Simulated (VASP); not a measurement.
# GaN in VASP: further runs

The runs below take GaN through single point, with PBE, r2SCAN.

All numbers are computed with VASP 6.6.1; they aren't measurements. Logs are shortened: lines on timing, memory, paths and dates and some standing lists are left out, and cuts for length are marked.

### Step 1. The cell of the first run

Symmetry: R-3m, No. 166, trigonal system. Conventional cell: a = 3.131 Å, b = 3.131 Å, c = 7.198 Å, α = 90.00°, β = 90.00°, γ = 120.00°. Within 2.9 Å of Ga (site symmetry -3m) lie 6 N at 2.17 Å. N (site symmetry -3m) has 6 Ga at 2.17 Å within 2.9 Å.

### Step 2. Single point, PBE (epitaxial 111 strain +5.0%)

Contents of INCAR:

```
SYSTEM = GaN
  PREC = Accurate
  ENCUT = 520
  EDIFF = 1E-6
  ISMEAR = -1
  SIGMA = 0.02
  LREAL = .False.
  LASPH = .True.
  NELM = 100
  ALGO = Normal
  ISIF = 2
  LWAVE = .False.
  LCHARG = .False.
  GGA = PE
  NBANDS = 16
```

Contents of KPOINTS:

```
Automatic mesh
0
Gamma
  10 10 10
  0 0 0
```

Contents of POSCAR:

```
GaN
1.0
   -0.0906511258      2.1232898730      2.1232898730
    2.1232898730     -0.0906511258      2.1232898730
    2.1232898730      2.1232898730     -0.0906511258
Ga N
1 1
Direct
    0.0000000000      0.0000000000      0.0000000000
    0.5000000000      0.5000000000      0.5000000000
```

Potentials or basis: VASP PAW PBE potentials, release 64 (Ga_d, N).

On the command line:

```sh
> cat potpaw_PBE.64/Ga_d/POTCAR potpaw_PBE.64/N/POTCAR > POTCAR
> mpirun -np 1 vasp_std > vasp.out
```

OUTCAR:

```text
SYSTEM = GaN
   PREC = Accurate
   ENCUT = 520
   EDIFF = 1E-6
   ISMEAR = -1
   LREAL = .False.
   LASPH = .True.
   NELM = 100
   ISIF = 2
   GGA = PE

 ion  position               nearest neighbor table
   1  0.000  0.000  0.000-   2 2.17   2 2.17   2 2.17   2 2.17   2 2.17   2 2.17
   2  0.500  0.500  0.500-   1 2.17   1 2.17   1 2.17   1 2.17   1 2.17   1 2.17

  LATTYP: Found a trigonal (rhomboedric) cell.
 ALAT       =     3.0041533576
 COS(alpha) =     0.4568898895

  Lattice vectors:

 A1 = (  -0.0906511258,   2.1232898730,   2.1232898730)
 A2 = (   2.1232898730,  -0.0906511258,   2.1232898730)
 A3 = (   2.1232898730,   2.1232898730,  -0.0906511258)

Analysis of symmetry for initial positions (statically):
=====================================================================
 Subroutine PRICEL returns:
 Original cell was already a primitive cell.

 Routine SETGRP: Setting up the symmetry group for a
 trigonal (rhombohedral) supercell.

 Subroutine GETGRP returns: Found 12 space group operations
 (whereof 12 operations were pure point group operations)
 out of a pool of 12 trial point group operations.

The static configuration has the point symmetry D_3d.

Analysis of symmetry for dynamics (positions and initial velocities):
=====================================================================
 Subroutine PRICEL returns:
 Original cell was already a primitive cell.

 Routine SETGRP: Setting up the symmetry group for a
 trigonal (rhombohedral) supercell.

 Subroutine GETGRP returns: Found 12 space group operations
 (whereof 12 operations were pure point group operations)
 out of a pool of 12 trial point group operations.

The dynamic configuration has the point symmetry D_3d.

 Subroutine INISYM returns: Found 12 space group operations
 (whereof 12 operations are pure point group operations),
 and found     1 'primitive' translations

----------------------------------------------------------------------------------------

                                     Primitive cell

  volume of cell :      20.3704

  direct lattice vectors                    reciprocal lattice vectors
    -0.090651126  2.123289873  2.123289873    -0.220915444  0.230767777  0.230767777
     2.123289873 -0.090651126  2.123289873     0.230767777 -0.220915444  0.230767777
     2.123289873  2.123289873 -0.090651126     0.230767777  0.230767777 -0.220915444

  length of vectors
     3.004153358  3.004153358  3.004153358     0.394095378  0.394095378  0.394095378

  position of ions in fractional coordinates (direct lattice)
     0.000000000  0.000000000  0.000000000
     0.500000000  0.500000000  0.500000000

  ion indices of the primitive-cell ions
   primitive index   ion index
                 1           1
                 2           2

----------------------------------------------------------------------------------------

 KPOINTS: Automatic mesh

Automatic generation of k-mesh.
 Grid dimensions read from file:
 generate k-points for:   10   10   10

 Generating k-lattice:

  Cartesian coordinates                     Fractional coordinates (reciprocal lattice)
    -0.022091544  0.023076778  0.023076778     0.100000000  0.000000000  0.000000000
     0.023076778 -0.022091544  0.023076778     0.000000000  0.100000000  0.000000000
     0.023076778  0.023076778 -0.022091544     0.000000000  0.000000000  0.100000000

  Length of vectors
     0.039409538  0.039409538  0.039409538

  Shift w.r.t. Gamma in fractional coordinates (k-lattice)
     0.000000000  0.000000000  0.000000000

 Subroutine IBZKPT returns following result:
 ===========================================

 Found    116 irreducible k-points:

 Following reciprocal coordinates:
            Coordinates               Weight
  0.000000  0.000000  0.000000      1.000000
  0.100000  0.000000  0.000000      6.000000
  0.200000  0.000000  0.000000      6.000000
  0.300000  0.000000 -0.000000      6.000000
  0.400000  0.000000  0.000000      6.000000
  0.500000  0.000000  0.000000      3.000000
[... 16 lines left out ...]
  0.300000  0.300000  0.000000      6.000000
  0.400000  0.300000  0.000000     12.000000
 [... further k-points ...]
   k-points           NKPTS =    116   k-points in BZ     NKDIM =    116   number of bands    NBANDS=     16
   number of dos      NEDOS =    301   number of ions     NIONS =      2
   total plane-waves  NPLWV =  13824
   dimension x,y,z NGX =    24 NGY =   24 NGZ =   24
   dimension x,y,z NGXF=    48 NGYF=   48 NGZF=   48
   ions per type =               1   1
   NGX,Y,Z   is equivalent  to a cutoff of  13.28, 13.28, 13.28 a.u.
   NGXF,Y,Z  is equivalent  to a cutoff of  26.56, 26.56, 26.56 a.u.
 SYSTEM =  GaN
   PREC   = accura    normal or accurate (medium, high low for compatibility)
   ISTART =      0    job   : 0-new  1-cont  2-samecut
   ICHARG =      2    charge: 1-file 2-atom 10-const
   ISPIN  =      1    spin polarized calculation?
   LNONCOLLINEAR =      F non collinear calculations
   LSORBIT =      F    spin-orbit coupling
   LASPH  =      T    aspherical Exc in radial PAW
   ENCUT  =  520.0 eV  38.22 Ry    6.18 a.u.   5.59  5.59  5.59*2*pi/ulx,y,z
   NELM   =    100;   NELMIN=  2; NELMDL= -5     # of ELM steps
   EDIFF  = 0.1E-05   stopping-criterion for ELM
   LREAL  =      F    real-space projection
   EDIFFG = 0.1E-04   stopping-criterion for IOM
   NSW    =      0    number of steps for IOM
   IBRION =     -1    ionic relax: 0-MD 1-quasi-New 2-CG
   NFREE  =      0    steps in history (QN), initial steepest desc. (CG)
   ISIF   =      2    stress and relaxation
   ISYM   =      2    0-nonsym 1-usesym 2-fastsym
   POTIM  = 0.5000    time-step for ionic-motion
   TEBEG  =    0.0;   TEEND  =   0.0 temperature during run
   PSTRESS=    0.0 pullay stress
   NELECT =      18.0000    total number of electrons
   NUPDOWN=      -1.0000    fix difference up-down
   EMIN   =  10.00;   EMAX   =-10.00  energy-range for DOS
   EFERMI =   0.00;   METHOD = LEGACY
   ISMEAR =    -1;   SIGMA  =   0.02  broadening in eV -4-tet -1-fermi 0-gaus
   EFERMI_NEDOS =   21; number of points for ismear=-14 and -15
   IALGO  =     38    algorithm
   IMIX   =      4    mixing-type and parameters
     AMIX     =   0.40;   BMIX     =  1.00
     AMIX_MAG =   1.60;   BMIX_MAG =  1.00
  volume/ion in A,a.u.               =      10.19        68.73
  Fermi-wavevector in a.u.,A,eV,Ry     =   1.570962  2.968687 33.578101  2.467921
  Thomas-Fermi vector in A             =   2.672617
   LORBIT       =      0    0 simple, 1 ext, 2 COOP (PROOUT), +10 PAW based schemes
   GGA     = PE    functional components
   LHFCALC =     F    Hartree Fock is set to
   AEXX    =    0.0000 exact exchange contribution
   IVDW    =     0    specifies the selected vdW correction
   LEPSILON=     F    determine dielectric tensor
   LRPA    =     F    only Hartree local field effects (RPA)
 non-spin polarized calculation
  energy-cutoff  :      520.00
  volume of cell :       20.37
 maximum number of plane-waves:       562
 NGX is ok and might be reduce to    24
   NGX = 11   NGY = 11   NGZ = 11

 number of electron      17.9999996 magnetization

 Free energy of the ion-electron system (eV)
  ---------------------------------------------------
  ext. energy  EPLUGINS =         0.00000000
  ---------------------------------------------------
  free energy    TOTEN  =       -11.12280406 eV

  energy without entropy =      -11.12242636  energy(sigma->0) =      -11.12261521

 E-fermi :   7.1606     XC(G=0): -12.6548

 val. band max:        7.1280114577   @ k =  -0.2000   0.1000  -0.0000
 cond. band min:       7.8109916091   @ k =   0.4000   0.4000   0.0000
 fundamental gap:      0.6829801515
 Fermi energy:         7.1606210830

 k-point     1 :       0.0000    0.0000    0.0000
  band No.  band energies     occupation
      1      -9.5871      2.00000
      2      -7.0794      2.00000
      3      -7.0794      2.00000
      4      -7.0468      2.00000
      5      -6.9650      2.00000
      6      -6.9650      2.00000
[... 8 lines left out ...]
     15      21.6587      0.00000
     16      22.6437      0.00000

 k-point     2 :       0.1000    0.0000    0.0000
  band No.  band energies     occupation
      1      -9.4123      2.00000
      2      -7.0820      2.00000
      3      -7.0800      2.00000
      4      -7.0388      2.00000
      5      -6.9753      2.00000
      6      -6.9674      2.00000
[... 8 lines left out ...]
     15      22.3237      0.00000
     16      23.0431      0.00000

 k-point     3 :       0.2000    0.0000    0.0000
  band No.  band energies     occupation
      1      -8.9077      2.00000
      2      -7.1066      2.00000
      3      -7.0925      2.00000
      4      -7.0297      2.00000
      5      -6.9780      2.00000
      6      -6.9555      2.00000
[... 8 lines left out ...]
     15      22.6472      0.00000
     16      24.3659      0.00000

 k-point     4 :       0.3000    0.0000   -0.0000
  band No.  band energies     occupation
      1      -8.1509      2.00000
      2      -7.1546      2.00000
      3      -7.1126      2.00000
      4      -7.0561      2.00000
      5      -6.9336      2.00000
      6      -6.9223      2.00000
[... 8 lines left out ...]
     15      24.2474      0.00000
     16      26.1217      0.00000
[... 324 lines left out ...]
 k-point    22 :      -0.2000    0.2000    0.0000
  band No.  band energies     occupation
      1      -8.1280      2.00000
      2      -7.1228      2.00000
      3      -7.1026      2.00000
      4      -7.0510      2.00000
      5      -6.9751      2.00000
      6      -6.6829      2.00000
[... 8 lines left out ...]
     15      25.2736      0.00000
     16      26.9672      0.00000

 k-point    23 :       0.3000    0.3000    0.0000
  band No.  band energies     occupation
      1      -8.3926      2.00000
      2      -7.1550      2.00000
      3      -6.9306      2.00000
      4      -6.9233      2.00000
      5      -6.9056      2.00000
      6      -6.3252      2.00000
[... 8 lines left out ...]
     15      30.0184      0.00000
     16      31.0673      0.00000

 k-point    24 :       0.4000    0.3000    0.0000
  band No.  band energies     occupation
      1      -8.3125      2.00000
      2      -7.1665      2.00000
      3      -6.9453      2.00000
      4      -6.8958      2.00000
      5      -6.8739      2.00000
      6      -5.6833      2.00000
[... 8 lines left out ...]
     15      30.8218      0.00000
     16      31.7478      0.00000

 [... further k-points ...]
[... 5 lines left out ...]
  --------------------------------------------------------------------------------------
  -------------------------------------------------------------------------------------
  Total       -0.9664203     -0.9664203     -0.9664203      0.9445118      0.9445118      0.9445118
  in kB      -76.0110016    -76.0110016    -76.0110016     74.2878540     74.2878540     74.2878540
  external PRESSURE =     -76.0110016 kB  Pullay stress =       0.0000000 kB

 VOLUME and BASIS-vectors are now :
 -----------------------------------------------------------------------------
  energy-cutoff  :      520.00
  volume of cell :       20.37
      direct lattice vectors                 reciprocal lattice vectors
    -0.090651126  2.123289873  2.123289873    -0.220915444  0.230767777  0.230767777
     2.123289873 -0.090651126  2.123289873     0.230767777 -0.220915444  0.230767777
     2.123289873  2.123289873 -0.090651126     0.230767777  0.230767777 -0.220915444

 POSITION                                       TOTAL-FORCE (eV/Angst)
 -----------------------------------------------------------------------------------
      0.00000      0.00000      0.00000        -0.000000      0.000000     -0.000000
      2.07796      2.07796      2.07796         0.000000     -0.000000      0.000000
 -----------------------------------------------------------------------------------
    total drift:                                0.000000     -0.000000     -0.000000

  FREE ENERGIE OF THE ION-ELECTRON SYSTEM (eV)
  ---------------------------------------------------
  free  energy   TOTEN  =       -11.1228040566 eV

  energy  without entropy=      -11.1224263566  energy(sigma->0) =      -11.12261521
```

It took 16 s on 1 thread of Intel Xeon Platinum 8488C (Sapphire Rapids), shared host; peak memory 0.16 GiB.

What came out:

```
Free energy            : -11.1228 eV
Pressure               : -7.6 GPa
Band gap on the k mesh : zero (band 9 reaches 7.13 eV, above the bottom of band 10 at 7.07 eV)
```

Levels at points of the mesh, in eV from the Fermi level:
```tsv
k point	band 6	band 7	band 8	band 9	band 10	band 11	band 12	band 13
(0.00, 0.00, 0.00)	-14.13	-0.85	-0.85	-0.15	1.13	13.52	13.52	14.33
(0.50, 0.00, 0.00)	-14.00	-8.19	-0.40	-0.11	4.32	8.17	8.51	9.20
(0.50, 0.50, 0.00)	-11.34	-6.72	-3.31	-2.55	-0.10	7.66	10.78	13.14
(0.50, 0.50, 0.50)	-13.68	-7.52	-0.62	-0.62	3.51	7.67	7.67	8.21
```

Caveat: the cell differs from its parent crystal (epitaxial 111 strain +5.0%).

[end of part 1 of 2]
